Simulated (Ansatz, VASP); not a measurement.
**One calculation of WI6, two programs**

```
W I
1.0
    10.88614    0.00000    0.00000
    -5.44307    9.42767    0.00000
     0.00000    0.00000    2.98626
W I
1 6
Direct
  0.00000 0.00000 0.00000
  0.32976 0.00000 0.50000
  0.67024 0.00000 0.50000
  0.00000 0.32976 0.50000
  0.00000 0.67024 0.50000
  0.67024 0.67024 0.50000
  0.32976 0.32976 0.50000
```

Change from the starting cell: species swapped into the SmC6 type (P6/mmm, No. 191).

Alike in both runs: functional PBE; k mesh 6 × 6 × 12; occupations gaussian, width 0.1 eV; no spin polarisation.

Ansatz relaxed the structure, and its values are those at the end. VASP's run is a single point on that final structure, the one shown.

|  | VASP | Ansatz |
| --- | --- | --- |
| version | VASP 6.6.1 | Ansatz 0.2.0 |
| potentials or method | VASP PAW PBE potentials, release 64 (W_sv, I), cutoff 500 eV | scalar-relativistic, plane waves, PAW |
| valence electrons in the cell | 56 | 116 |

|  | VASP | Ansatz | Ansatz less VASP |
| --- | --- | --- | --- |
| gap on the k mesh at the Fermi level (eV) | none | none | - |
| pressure (GPa) | 0.0 | 0.0 | +0.04 |

A gap of «none» marks a metal or a gap that the smearing closes. VASP's potentials hold 56 valence electrons a cell and Ansatz's 116, so a difference there can come from the potentials and not from the codes. Ansatz's warnings: xc potential rough in thin density.

Neither program's run includes spin-orbit coupling.
